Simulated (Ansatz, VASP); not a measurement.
# Be3Bi2 in VASP and in Ansatz

Contents of INCAR:

```
PREC     = Accurate       # precision mode
ENCUT    = 600            # plane-wave cutoff, eV
EDIFF    = 1E-7           # SCF threshold, eV
ISMEAR   = 0              # smearing method
SIGMA    = 0.1            # smearing width, eV
LREAL    = F              # projectors in reciprocal space
LASPH    = T              # aspherical terms in the spheres
NELM     = 60             # most SCF steps
ALGO     = Fast           # electronic algorithm
ISIF     = 3              # what is computed and relaxed
LWAVE    = F              # write WAVECAR
LCHARG   = F              # write CHGCAR
GGA      = PE             # functional
IBRION   = 2              # ionic algorithm
NSW      = 100            # ionic steps
EDIFFG   = -0.01          # ionic threshold
```

KPOINTS

```
regular mesh
0
Gamma
  12 12 8
```

POSCAR

```
Be3Bi2
1.0
    4.9736379986      0.0000000000      0.0000000000
   -2.4868189993      4.3072968560      0.0000000000
    0.0000000000      0.0000000000      5.4283640491
Be Bi
3 2
Direct
    0.3333333333      0.6666666667      0.5000000000
    0.6666666667      0.3333333333      0.5000000000
    0.0000000000      0.0000000000      0.5000000000
    0.3333333333      0.6666666667      0.0000000000
    0.6666666667      0.3333333333      0.0000000000
```

Input for Ansatz:

```yaml
crystal:
  lattice:
    - [4.9736379986, 0.0, 0.0]
    - [-2.4868189993, 4.307296856, 0.0]
    - [0.0, 0.0, 5.4283640491]
  atoms:
    - { symbol: Be, position: [0.3333333333, 0.6666666667, 0.5] }
    - { symbol: Be, position: [0.6666666667, 0.3333333333, 0.5] }
    - { symbol: Be, position: [0.0, 0.0, 0.5] }
    - { symbol: Bi, position: [0.3333333333, 0.6666666667, 0.0] }
    - { symbol: Bi, position: [0.6666666667, 0.3333333333, 0.0] }
basis:
  ecutwfc: 420
kpoints:
  mp_grid: { grid: [12, 12, 8] }
hamiltonian:
  xc: pbe
scf:
  occupations: { method: gaussian, width: 0.1 }
output:
  forces: true
  stress: true
  eigenvalues: true
  write_density: true
  write_potential: true
  elf: true
  volumetric_format: npy
relax:
  adjacent_minimum: "off"
  f_tol: 0.01
  max_steps: 80
  cell: { stress_tol: 0.05 }
```

Alike in both runs: task relaxation of cell and atoms; functional PBE; k mesh 12 × 12 × 8; occupations gaussian, width 0.1 eV; no spin polarisation.

|  | VASP | Ansatz |
| --- | --- | --- |
| version | VASP 6.6.1 | Ansatz 0.2.0 |
| potentials or method | VASP PAW PBE potentials, release 64 (Be, Bi_d), cutoff 600 eV | scalar-relativistic, plane waves, PAW |
| valence electrons in the cell | 36 | 36 |

Ansatz gave:

| Item | Value |
| --- | --- |
| gap on the k mesh at the Fermi level, each at its own relaxed structure (eV) | none |
| relaxed volume (Å³/atom) | 23.25 |
| relaxed length of the cell vector where the two differ most in proportion (Å) | 5.364 |

Question: Estimate VASP's values.

Answer: gap on the k mesh at the Fermi level, each at its own relaxed structure (eV): none; relaxed volume (Å³/atom): 23.28; relaxed length of the cell vector where the two differ most in proportion (Å): 5.368.

A gap of «none» marks a metal or a gap that the smearing closes.

Neither program's run includes spin-orbit coupling.
